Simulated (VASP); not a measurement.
# Gd (P6_3/mmc) in VASP: notebook, part 2 of 2

VASP 6.6.1. Earlier steps stand in the parts before.

## (3) Single point, PBEsol, collinear spin, antiferromagnetic start

This run uses another cell than the first one, of 30.63 Å³/atom, 0.977 times its volume.

File INCAR:

```
SYSTEM = Gd
PREC = Accurate ; ENCUT = 520
EDIFF = 1E-6 ; ISMEAR = 0
SIGMA = 0.05 ; LREAL = .FALSE.
LASPH = .TRUE. ; NELM = 150
ALGO = Normal ; ISIF = 2
LWAVE = .FALSE. ; LCHARG = .FALSE.
ISPIN = 2 ; MAGMOM = 7.94 -7.94
LORBIT = 11 ; LMAXMIX = 6
GGA = PS ; NBANDS = 29
```

File KPOINTS:

```
Automatic mesh
0
G
  14 14 8
  0 0 0
```

File POSCAR:

```
Gd
1.0
    3.5390840759      0.0000000000      0.0000000000
   -1.7695420380      3.0649367158      0.0000000000
    0.0000000000      0.0000000000      5.6477610013
Gd
2
Direct
    0.3333333333      0.6666666667      0.7500000000
    0.6666666667      0.3333333333      0.2500000000
```

Potentials or basis: VASP PAW PBE potentials, release 64 (Gd).

Started as:

```console
cat potpaw_PBE.64/Gd/POTCAR > POTCAR
mpirun -np 1 vasp_std > vasp.out
```

OUTCAR:

```text
SYSTEM = Gd
   PREC = Accurate
   ENCUT = 520
   EDIFF = 1E-6
   ISMEAR = 0
   LREAL = .FALSE.
   LASPH = .TRUE.
   NELM = 150
   ISIF = 2
   ISPIN = 2
   LORBIT = 11
   GGA = PS

 ion  position               nearest neighbor table
   1  0.333  0.667  0.750-   2 3.49   2 3.49   2 3.49   2 3.49   2 3.49   2 3.49
   2  0.667  0.333  0.250-   1 3.49   1 3.49   1 3.49   1 3.49   1 3.49   1 3.49

  LATTYP: Found a hexagonal cell.
 ALAT       =     3.5390840759
 C/A-ratio  =     1.5958256092

  Lattice vectors:

 A1 = (   3.5390840759,   0.0000000000,   0.0000000000)
 A2 = (  -1.7695420380,   3.0649367158,   0.0000000000)
 A3 = (   0.0000000000,   0.0000000000,   5.6477610013)

Analysis of symmetry for initial positions (statically):
=====================================================================
 Subroutine PRICEL returns:
 Original cell was already a primitive cell.

 Routine SETGRP: Setting up the symmetry group for a
 hexagonal supercell.

 Subroutine GETGRP returns: Found 24 space group operations
 (whereof 12 operations were pure point group operations)
 out of a pool of 24 trial point group operations.

The static configuration has the point symmetry D_3d.
 The point group associated with its full space group is D_6h.

Analysis of symmetry for dynamics (positions and initial velocities):
=====================================================================
 Subroutine PRICEL returns:
 Original cell was already a primitive cell.

 Routine SETGRP: Setting up the symmetry group for a
 hexagonal supercell.

 Subroutine GETGRP returns: Found 24 space group operations
 (whereof 12 operations were pure point group operations)
 out of a pool of 24 trial point group operations.

[... 156 lines left out ...]

 number of electron      35.9999987 magnetization      -0.0000000

 Free energy of the ion-electron system (eV)
  ---------------------------------------------------
  ext. energy  EPLUGINS =         0.00000000
  ---------------------------------------------------
  free energy    TOTEN  =       -24.09983113 eV

  energy without entropy =      -24.09679698  energy(sigma->0) =      -24.09831405

 E-fermi :   3.1527     XC(G=0): -10.4618

 val. band max:        3.1504723328   @ k =   0.3571   0.2143   0.1250
 cond. band min:       3.1594326698   @ k =   0.2143   0.0714   0.0000
 fundamental gap:      0.0089603370
 Fermi energy:         3.1526717858

 spin component 1

 k-point     1 :       0.0000    0.0000    0.0000
  band No.  band energies     occupation
      1     -41.8074      1.00000
      2     -38.6253      1.00000
      3     -19.3377      1.00000
      4     -18.9045      1.00000
      5     -18.9045      1.00000
      6     -16.8608      1.00000
[... 757 lines left out ...]
     28       4.9691      0.00000
     29       6.0523      0.00000

 [... further k-points ...]

 spin component 2

 k-point     1 :       0.0000    0.0000    0.0000
  band No.  band energies     occupation
      1     -41.8074      1.00000
      2     -38.6253      1.00000
      3     -19.3377      1.00000
      4     -18.9045      1.00000
      5     -18.9045      1.00000
      6     -16.8608      1.00000
[... 757 lines left out ...]
     28       4.9691      0.00000
     29       6.0523      0.00000

 [... further k-points ...]

------------------------ aborting loop because EDIFF is reached ----------------------------------------

  FORCE on cell =-STRESS in cart. coord.  units (eV):
  Direction    XX          YY          ZZ          XY          YZ          ZX
  --------------------------------------------------------------------------------------
  -------------------------------------------------------------------------------------
  Total       -0.0008072     -0.0008072     -0.0023113      0.0000000     -0.0000000      0.0000000
  in kB       -0.0211116     -0.0211116     -0.0604462      0.0000000     -0.0000000      0.0000000
  external PRESSURE =      -0.0342232 kB  Pullay stress =       0.0000000 kB

 VOLUME and BASIS-vectors are now :
 -----------------------------------------------------------------------------
  energy-cutoff  :      520.00
  volume of cell :       61.26
      direct lattice vectors                 reciprocal lattice vectors
     3.539084076  0.000000000  0.000000000     0.282558984  0.163135505  0.000000000
    -1.769542038  3.064936716  0.000000000     0.000000000  0.326271011  0.000000000
     0.000000000  0.000000000  5.647761001     0.000000000  0.000000000  0.177061317

 POSITION                                       TOTAL-FORCE (eV/Angst)
 -----------------------------------------------------------------------------------
     -0.00000      2.04329      4.23582        -0.000000     -0.000000      0.000000
      1.76954      1.02165      1.41194         0.000000      0.000000      0.000000
 -----------------------------------------------------------------------------------
    total drift:                               -0.000000      0.000000     -0.000000

  FREE ENERGIE OF THE ION-ELECTRON SYSTEM (eV)
  ---------------------------------------------------
  free  energy   TOTEN  =       -24.0998311284 eV

  energy  without entropy=      -24.0967969767  energy(sigma->0) =      -24.09831405

 total charge

# of ion       s       p       d       f       tot
--------------------------------------------------
    1        2.078   5.539   0.616   6.992  15.224
    2        2.078   5.539   0.616   6.992  15.224
--------------------------------------------------
tot          4.155  11.077   1.231  13.984  30.449

 magnetization (x)

# of ion       s       p       d       f       tot
--------------------------------------------------
    1        0.010  -0.061   0.196   6.793   6.938
    2       -0.010   0.061  -0.196  -6.793  -6.938
--------------------------------------------------
tot          0.000   0.000   0.000   0.000   0.000
```

OSZICAR:

```text
N       E                     dE             d eps       ncg     rms          rms(c)
DAV:   1     0.251434858093E+03    0.25143E+03   -0.11552E+04 19408   0.596E+03
DAV:   2     0.385286063847E+02   -0.21291E+03   -0.19377E+03 18720   0.458E+02
DAV:   3    -0.107410023970E+02   -0.49270E+02   -0.47494E+02 22438   0.191E+02
[... 22 lines left out ...]
DAV:  26    -0.240998357861E+02    0.20981E-04   -0.30446E-05 21144   0.117E-01    0.802E-01
DAV:  27    -0.240998428680E+02   -0.70819E-05   -0.25298E-05 24358   0.116E-01    0.600E-01
DAV:  28    -0.240998318582E+02    0.11010E-04   -0.58083E-05 20437   0.171E-01    0.278E-01
DAV:  29    -0.240998312176E+02    0.64067E-06   -0.23784E-05 22982   0.508E-02    0.330E-01
DAV:  30    -0.240998311284E+02    0.89130E-07   -0.26750E-06 16183   0.162E-02
   1 F= -.24099831E+02 E0= -.24098314E+02  d E =-.303415E-02  mag=    -0.0000
```

Wall time 13 min (1 thread of Intel Xeon Platinum 8488C (Sapphire Rapids), shared host); peak memory 0.45 GiB.

What came out:

```
Free energy                                           : -24.0998 eV
Pressure                                              : 0.0 GPa
Band gap on the k mesh                                : zero (filled and empty bands overlap)
Net moment                                            : 0.00 μB per cell
Site moments                                          : Gd +6.94, -6.94 μB
Valence electrons inside the program's atomic spheres : Gd 15.22
```

Caveat: the PAW data sets were made with another functional, which shifts forces and pressure a little; spin-orbit coupling is left out, which moves the levels of the heavy elements.
